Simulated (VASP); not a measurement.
# Te2Mo (P-3m1) in VASP: a series of runs, part 2 of 2

VASP 6.6.1.

## 3. Single point, PBE-based screened hybrid with 40 % exact exchange

The input, POSCAR:

```
Te2Mo
1.0
    3.5194545161      0.0000000000      0.0000000000
   -1.7597272580      3.0479370184      0.0000000000
    0.0000000000      0.0000000000      7.2144528824
Mo Te
1 2
Direct
    0.0000000000      0.0000000000      0.0000000000
    0.3333333333      0.6666666667      0.2534156080
    0.6666666667      0.3333333333      0.7465843920
```

The input, INCAR.step1:

```
SYSTEM = Te2Mo
PREC = Accurate ; ENCUT = 400
EDIFF = 1E-5 ; ISMEAR = -1
SIGMA = 0.02 ; LREAL = .FALSE.
LASPH = .TRUE. ; NELM = 120
ALGO = Normal ; ISIF = 2
LWAVE = .TRUE. ; LCHARG = .FALSE.
GGA = PE ; NBANDS = 20
GGA_COMPAT = .FALSE.
```

The input, INCAR.step2:

```
SYSTEM = Te2Mo
PREC = Accurate ; ENCUT = 400
EDIFF = 1E-6 ; ISMEAR = -1
SIGMA = 0.02 ; LREAL = .FALSE.
LASPH = .TRUE. ; NELM = 120
ALGO = Normal ; ISIF = 2
LWAVE = .FALSE. ; LCHARG = .FALSE.
GGA = PE ; LHFCALC = .TRUE.
AEXX = 0.4 ; HFSCREEN = 0.2078
PRECFOCK = Normal ; ISTART = 1
NBANDS = 20 ; GGA_COMPAT = .FALSE.
```

The input, KPOINTS:

```
regular mesh
0
G
  6 6 2
  0 0 0
```

Potentials or basis: VASP PAW PBE potentials, release 64 (Mo_sv, Te).

On the command line:

```sh
$ cat potpaw_PBE.64/Mo_sv/POTCAR potpaw_PBE.64/Te/POTCAR > POTCAR
$ cp INCAR.step1 INCAR
$ mpirun -np 1 vasp_std > vasp.out
$ cp INCAR.step2 INCAR
$ mpirun -np 1 vasp_std > vasp.out
```

OUTCAR:

```text
SYSTEM = Te2Mo
   PREC = Accurate
   ENCUT = 400
   EDIFF = 1E-6
   ISMEAR = -1
   LREAL = .FALSE.
   LASPH = .TRUE.
   NELM = 120
   ISIF = 2
   GGA = PE
   LHFCALC = .TRUE.
   AEXX = 0.4
   HFSCREEN = 0.2078
   PRECFOCK = Normal
   ISTART = 1

 ion  position               nearest neighbor table
   1  0.000  0.000  0.000-   2 2.73   3 2.73   2 2.73   3 2.73   3 2.73   2 2.73
   2  0.333  0.667  0.253-   1 2.73   1 2.73   1 2.73
   3  0.667  0.333  0.747-   1 2.73   1 2.73   1 2.73

  LATTYP: Found a hexagonal cell.
 ALAT       =     3.5194545161
 C/A-ratio  =     2.0498781415

  Lattice vectors:

 A1 = (   3.5194545161,   0.0000000000,   0.0000000000)
 A2 = (  -1.7597272580,   3.0479370184,   0.0000000000)
 A3 = (   0.0000000000,   0.0000000000,   7.2144528824)

Analysis of symmetry for initial positions (statically):
=====================================================================
 Subroutine PRICEL returns:
 Original cell was already a primitive cell.

 Routine SETGRP: Setting up the symmetry group for a
 hexagonal supercell.

 Subroutine GETGRP returns: Found 12 space group operations
 (whereof 12 operations were pure point group operations)
 out of a pool of 24 trial point group operations.

The static configuration has the point symmetry D_3d.

Analysis of symmetry for dynamics (positions and initial velocities):
=====================================================================
 Subroutine PRICEL returns:
 Original cell was already a primitive cell.

 Routine SETGRP: Setting up the symmetry group for a
 hexagonal supercell.

 Subroutine GETGRP returns: Found 12 space group operations
 (whereof 12 operations were pure point group operations)
 out of a pool of 24 trial point group operations.

The dynamic configuration has the point symmetry D_3d.

 Subroutine INISYM returns: Found 12 space group operations
 (whereof 12 operations are pure point group operations),
 and found     1 'primitive' translations

----------------------------------------------------------------------------------------

                                     Primitive cell

  volume of cell :      77.3900

  direct lattice vectors                    reciprocal lattice vectors
     3.519454516  0.000000000  0.000000000     0.284134941  0.164045384  0.000000000
    -1.759727258  3.047937018  0.000000000     0.000000000  0.328090769  0.000000000
     0.000000000  0.000000000  7.214452882     0.000000000  0.000000000  0.138610650

  length of vectors
     3.519454516  3.519454516  7.214452882     0.328090769  0.328090769  0.138610650

  position of ions in fractional coordinates (direct lattice)
     0.000000000  0.000000000  0.000000000
     0.333333333  0.666666667  0.253415608
     0.666666667  0.333333333  0.746584392

  ion indices of the primitive-cell ions
   primitive index   ion index
                 1           1
                 2           2
                 3           3

[... 31 lines left out ...]
  0.500000 -0.000000  0.000000      3.000000
  0.166667  0.166667  0.000000      6.000000
  0.333333  0.166667  0.000000     12.000000
  0.333333  0.333333  0.000000      2.000000
  0.000000  0.000000  0.500000      1.000000
  0.166667 -0.000000  0.500000      6.000000
  0.333333 -0.000000  0.500000      6.000000
  0.500000 -0.000000  0.500000      3.000000
  0.166667  0.166667  0.500000      6.000000
  0.333333  0.166667  0.500000     12.000000
  0.333333  0.333333  0.500000      2.000000
   k-points           NKPTS =     14   k-points in BZ     NKDIM =     72   number of bands    NBANDS=     20
   number of dos      NEDOS =    301   number of ions     NIONS =      3
   total plane-waves  NPLWV =  27648
   dimension x,y,z NGX =    24 NGY =   24 NGZ =   48
   dimension x,y,z NGXF=    48 NGYF=   48 NGZF=   96
   ions per type =               1   2
   NGX,Y,Z   is equivalent  to a cutoff of  11.34, 11.34, 11.06 a.u.
   NGXF,Y,Z  is equivalent  to a cutoff of  22.67, 22.67, 22.12 a.u.
 SYSTEM =  Te2Mo
   PREC   = accura    normal or accurate (medium, high low for compatibility)
   ISTART =      1    job   : 0-new  1-cont  2-samecut
   ICHARG =      0    charge: 1-file 2-atom 10-const
   ISPIN  =      1    spin polarized calculation?
   LNONCOLLINEAR =      F non collinear calculations
   LSORBIT =      F    spin-orbit coupling
   LASPH  =      T    aspherical Exc in radial PAW
   ENCUT  =  400.0 eV  29.40 Ry    5.42 a.u.   5.74  5.74 11.76*2*pi/ulx,y,z
   NELM   =    120;   NELMIN=  2; NELMDL=  0     # of ELM steps
   EDIFF  = 0.1E-05   stopping-criterion for ELM
   LREAL  =      F    real-space projection
   EDIFFG = 0.1E-04   stopping-criterion for IOM
   NSW    =      0    number of steps for IOM
   IBRION =     -1    ionic relax: 0-MD 1-quasi-New 2-CG
   NFREE  =      0    steps in history (QN), initial steepest desc. (CG)
   ISIF   =      2    stress and relaxation
   ISYM   =      3    0-nonsym 1-usesym 2-fastsym
   POTIM  = 0.5000    time-step for ionic-motion
   TEBEG  =    0.0;   TEEND  =   0.0 temperature during run
   PSTRESS=    0.0 pullay stress
   NELECT =      26.0000    total number of electrons
   NUPDOWN=      -1.0000    fix difference up-down
   EMIN   =  10.00;   EMAX   =-10.00  energy-range for DOS
   EFERMI =   0.00;   METHOD = LEGACY
   ISMEAR =    -1;   SIGMA  =   0.02  broadening in eV -4-tet -1-fermi 0-gaus
   EFERMI_NEDOS =   21; number of points for ismear=-14 and -15
   IALGO  =     38    algorithm
   IMIX   =      1    mixing-type and parameters
     AMIX     =   0.40;   BMIX     =  1.00
     AMIX_MAG =   1.60;   BMIX_MAG =  1.00
  volume/ion in A,a.u.               =      25.80       174.08
  Fermi-wavevector in a.u.,A,eV,Ry     =   1.138075  2.150651 17.622478  1.295216
  Thomas-Fermi vector in A             =   2.274780
   LORBIT       =      0    0 simple, 1 ext, 2 COOP (PROOUT), +10 PAW based schemes
   GGA     = PE    functional components
   LHFCALC =     T    Hartree Fock is set to
   PRECFOCK=normal    Normal, Fast or Accurate (Low or Medium for compatibility)
   ENCUT4O =  -1.0   cutoff for four orbital integrals eV
   NKREDX  =     1    reduce k-point grid by
   NKREDY  =     1    reduce k-point grid by
   NKREDZ  =     1    reduce k-point grid by
   AEXX    =    0.4000 exact exchange contribution
   HFSCREEN=    0.2078 screening length (either q_TF or 0.3 A-1)
   HFSCREENC=   0.2078 screening length for correlation (either q_TF or 0.3 A-1)
   ENCUTFOCK=  -1.0 apply spherical cutoff to Coloumb kernel
   IVDW    =     0    specifies the selected vdW correction
   LEPSILON=     F    determine dielectric tensor
   LRPA    =     F    only Hartree local field effects (RPA)
 non-spin polarized calculation
  energy-cutoff  :      400.00
  volume of cell :       77.39
 maximum number of plane-waves:      1420
 NGX is ok and might be reduce to    24
  NGX = 18; NGY = 18; NGZ = 36

 number of electron      26.0000006 magnetization

 Free energy of the ion-electron system (eV)
  ---------------------------------------------------
  ext. energy  EPLUGINS =         0.00000000
  ---------------------------------------------------
  free energy    TOTEN  =       -23.60638846 eV

  energy without entropy =      -23.60638272  energy(sigma->0) =      -23.60638559

 E-fermi :   8.2263     XC(G=0):  -7.4363

 val. band max:        8.0469319350   @ k =   0.3333   0.3333   0.5000
 cond. band min:       8.4138730170   @ k =   0.1667   0.1667   0.5000
 fundamental gap:      0.3669410820
 Fermi energy:         8.2263433377

 k-point     1 :       0.0000    0.0000    0.0000
  band No.  band energies     occupation
      1     -60.0970      2.00000
      2     -31.9461      2.00000
      3     -31.8539      2.00000
      4     -31.8539      2.00000
      5      -7.7676      2.00000
      6      -6.3961      2.00000
[... 311 lines left out ...]
     19      14.6069      0.00000
     20      14.6568      0.00000

------------------------ aborting loop because EDIFF is reached ----------------------------------------

  FORCE on cell =-STRESS in cart. coord.  units (eV):
  Direction    XX          YY          ZZ          XY          YZ          ZX
  --------------------------------------------------------------------------------------
  -------------------------------------------------------------------------------------
  Total       -2.3524554     -2.3524554     -1.6989260     -0.0000000      0.0000000      0.0000000
  in kB      -48.7020483    -48.7020483    -35.1722621     -0.0000000      0.0000000      0.0000000
  external PRESSURE =     -44.1921196 kB  Pullay stress =       0.0000000 kB

 VOLUME and BASIS-vectors are now :
 -----------------------------------------------------------------------------
  energy-cutoff  :      400.00
  volume of cell :       77.39
      direct lattice vectors                 reciprocal lattice vectors
     3.519454516  0.000000000  0.000000000     0.284134941  0.164045384  0.000000000
    -1.759727258  3.047937018  0.000000000     0.000000000  0.328090769  0.000000000
     0.000000000  0.000000000  7.214452882     0.000000000  0.000000000  0.138610650

 POSITION                                       TOTAL-FORCE (eV/Angst)
 -----------------------------------------------------------------------------------
      0.00000      0.00000      0.00000        -0.000000      0.000000      0.000000
     -0.00000      2.03196      1.82825        -0.000000      0.000000     -0.562151
      1.75973      1.01598      5.38620         0.000000      0.000000      0.562151
 -----------------------------------------------------------------------------------
    total drift:                                0.000000     -0.000000      0.000001

  FREE ENERGIE OF THE ION-ELECTRON SYSTEM (eV)
  ---------------------------------------------------
  free  energy   TOTEN  =       -23.6063884644 eV

  energy  without entropy=      -23.6063827176  energy(sigma->0) =      -23.60638559
```

It took 67 min on 1 thread of AMD EPYC 7R13, shared host; peak memory 0.26 GiB.

What came out:

| Property | Result |
| --- | --- |
| Free energy | -23.6064 eV |
| Pressure | -4.4 GPa |
| Largest force | 0.562 eV/Å |
| Band gap on the k mesh | zero (bands 13 and 14 overlap by 0.58 eV) |

Forces on the atoms (eV/Å):
```
Mo   0.000  0.000  0.000
Te   0.000  0.000 -0.562
Te   0.000  0.000  0.562
```

Caveat: the k points lie up to 0.44 Å⁻¹ apart, too coarse for converged energies and pressures of a metal; the PAW data sets were made with another functional, which shifts forces and pressure a little; spin-orbit coupling is left out, which moves the levels of the heavy elements.
